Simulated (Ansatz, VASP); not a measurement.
## CaSe: VASP beside Ansatz

```xyz
2
Lattice="0.0000 3.3000 3.3000 3.3000 0.0000 3.3000 3.3000 3.3000 0.0000" Properties=species:S:1:pos:R:3 pbc="T T T"
Se    1.6500    1.6500    1.6500
Ca    0.0000    0.0000    0.0000
```

Alike in both runs: task single point; functional PBE; k mesh 7 × 7 × 7; occupations gaussian, width 0.02 eV; no spin polarisation.

|  | VASP | Ansatz |
| --- | --- | --- |
| version | VASP 6.6.1 | Ansatz 0.2.0 |
| potentials or method | VASP PAW PBE potentials, release 64 (Se, Ca_sv), cutoff 520 eV | all-electron LAPW, scalar-relativistic |

Ansatz gave:

| Property | Result |
| --- | --- |
| gap on the k mesh at the Fermi level (eV) | 3.15 |
| least direct gap on the mesh (eV) | 3.24 |
| pressure (GPa) | -0.2 |

Q: Which values does VASP return?

A: gap on the k mesh at the Fermi level (eV): 3.15; least direct gap on the mesh (eV): 3.24; pressure (GPa): -0.1.

Ansatz ran all-electron here, and VASP with PAW potentials.
